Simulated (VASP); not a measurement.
Here is a VASP 6.6.1 calculation.

File INCAR:

```
PREC = Accurate
ENCUT = 520
EDIFF = 1E-7
ISMEAR = 1
SIGMA = 0.1
LREAL = F
LASPH = T
NELM = 80
ALGO = Normal
ISIF = 2
LWAVE = F
LCHARG = F
GGA = PE
NBANDS = 13
```

File KPOINTS:

```
Automatic mesh
0
Gamma
  36 36 36
```

File POSCAR:

```
Mo
1.0
   -1.5803999850      1.5803999850      1.5803999850
    1.5803999850     -1.5803999850      1.5803999850
    1.5803999850      1.5803999850     -1.5803999850
Mo
1
Direct
    0.0000000000      0.0000000000      0.0000000000
```

Potentials or basis: VASP PAW PBE potentials, release 64 (Mo_sv).

The run is started by

```console
$ cat potpaw_PBE.64/Mo_sv/POTCAR > POTCAR
$ mpirun -np 1 vasp_std > vasp.out
```

Question: Estimate the pressure.

Answer: 0.5 GPa.

Question: What does it give for the band gap on the k mesh?

Answer: Zero (bands 7 and 8 overlap by 5.27 eV).
